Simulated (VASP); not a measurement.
Input of a VASP 6.6.1 run:

INCAR

```
SYSTEM = HBr
  ALGO = Normal
  EDIFF = 1E-6
  ENCUT = 520
  GGA = PS
  ISIF = 2
  ISMEAR = -1
  LASPH = .TRUE.
  LCHARG = .FALSE.
  LREAL = .FALSE.
  LWAVE = .FALSE.
  NBANDS = 11
  NELM = 80
  PREC = Accurate
  SIGMA = 0.03
```

The input KPOINTS:

```
k-points
0
G
  9 9 9
  0 0 0
```

The input POSCAR:

```
HBr
1.0
    0.0000000000      2.1609925994      2.3230670443
    2.1284244485      0.0000000000      2.3230670443
    2.1284244485      2.1609925994      0.0000000000
H Br
1 1
Direct
    0.0000000000      0.0000000000      0.0000000000
    0.5000000000      0.5000000000      0.5000000000
```

Potentials or basis: VASP PAW PBE potentials, release 64 (H, Br).

Command:

```sh
$ cat potpaw_PBE.64/H/POTCAR potpaw_PBE.64/Br/POTCAR > POTCAR
$ mpirun -np 1 vasp_std > vasp.out
```

Task: What does it give for the band gap on the k mesh?

Result: Zero (band 4 reaches 6.18 eV, above the bottom of band 5 at 3.22 eV).

Task: What does it give for the pressure?

Result: 20.6 GPa.

Stress tensor (GPa, compression positive):
```
15.63  0.00  0.00
 0.00 20.30  0.00
 0.00  0.00 25.91
```

Caveat: the PAW data sets were made with another functional, which shifts forces and pressure a little.
